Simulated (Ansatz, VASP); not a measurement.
SnSe2 in VASP and in Ansatz

File INCAR:

```
ALGO = Normal
EDIFF = 1E-6
ENCUT = 500
GGA = PE
GGA_COMPAT = False
ISIF = 2
ISMEAR = 0
IVDW = 12
LASPH = True
LCHARG = True
LELF = True
LREAL = False
LVHAR = True
LWAVE = False
NBANDS = 20
NELM = 120
PREC = Accurate
SIGMA = 0.03
```

KPOINTS

```
k-points
0
Gamma
  12 12 6
```

File POSCAR:

```
SnSe2
1.0
    3.6878740005      0.0000000000      0.0000000000
   -1.8439370003      3.1937925704      0.0000000000
    0.0000000000      0.0000000000      6.5161045715
Sn Se
1 2
Direct
    0.0000000000      0.0000000000      0.0000000000
    0.3333333333      0.6666666667      0.2651331237
    0.6666666667      0.3333333333      0.7348668763
```

Input for Ansatz:

```yaml
crystal:
  lattice:
    - [3.6878740005, 0.0, 0.0]
    - [-1.8439370003, 3.1937925704, 0.0]
    - [0.0, 0.0, 6.5161045715]
  atoms:
    - { symbol: Sn, position: [0.0, 0.0, 0.0] }
    - { symbol: Se, position: [0.3333333333, 0.6666666667, 0.2651331237] }
    - { symbol: Se, position: [0.6666666667, 0.3333333333, 0.7348668763] }
basis:
  ecutwfc: 420
kpoints:
  mp_grid: { grid: [12, 12, 6] }
hamiltonian:
  xc: pbe
  dispersion: d3bj
scf:
  occupations: { method: gaussian, width: 0.03 }
output:
  forces: true
  stress: true
  eigenvalues: true
```

Alike in both runs: task single point; functional PBE; dispersion D3(BJ); k mesh 12 × 12 × 6; occupations gaussian, width 0.03 eV; no spin polarisation.

|  | VASP | Ansatz |
| --- | --- | --- |
| version | VASP 6.6.1 | Ansatz 0.2.0 |
| potentials or method | VASP PAW PBE potentials, release 64 (Sn_d, Se), cutoff 500 eV | scalar-relativistic, plane waves, PAW |
| valence electrons in the cell | 26 | 46 |

|  | VASP | Ansatz | Ansatz less VASP |
| --- | --- | --- | --- |
| gap on the k mesh at the Fermi level (eV) | none | none | - |
| pressure (GPa) | 0.1 | 0.0 | -0.07 |
| traceless stress, the component that is largest in VASP (GPa) | -6.21 | -6.24 | -0.031 |
| rms of the force components (eV/Å) | 0.343 | 0.350 | +0.0069 |

Atom by atom the forces differ by 0.007 eV/Å (rms over components). A gap of «none» marks a metal or a gap that the smearing closes. VASP's potentials hold 26 valence electrons a cell and Ansatz's 46, so a difference there can come from the potentials and not from the codes.
